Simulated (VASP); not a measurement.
MnO2:

```xyz
3
Lattice="2.8566 0.0000 0.0000 -1.4283 2.4739 0.0000 0.0000 0.0000 4.6014" Properties=species:S:1:pos:R:3 pbc="T T T"
Mn    0.0000    0.0000    2.3007
O     1.4283    0.8246    1.3515
O     0.0000    1.6492    3.2499
```

Base run:

```yaml
Program: VASP 6.6.1
Functional: LDA
Potentials_or_basis: VASP PAW LDA potentials, release 64 (Mn_pv, O)
Cutoff: 520 eV
k_mesh: 11 × 11 × 6
Occupations: fermi-dirac, width 0.03 eV
Spin: collinear spin, ferromagnetic start
Starting_moments: "[4.0, 0.0, 0.0] μB"
Hubbard_terms: Mn d U = 1.5 eV
```

Its results: band gap on the k mesh 1.16 eV (least direct gap 1.23 eV); pressure -6.1 GPa; net moment 3.00 μB per cell; site moments Mn +2.90; O +0.01 μB; largest force 0.371 eV/Å.

**Question.** The run is repeated on the same cell with these changes: hubbard terms from Mn d U = 1.5 eV to Mn d U = 4.5 eV. What comes out?

**Answer.** Band gap on the k mesh 1.79 eV (least direct gap 1.95 eV); pressure -2.0 GPa; net moment 3.00 μB per cell; site moments Mn +3.15; O -0.09 μB; largest force 0.157 eV/Å.

Caveats: a cell with one magnetic atom can't hold antiferromagnetic order, which such compounds often take; the cell stands under tension (at least some runs).

A k mesh can miss the band edges.
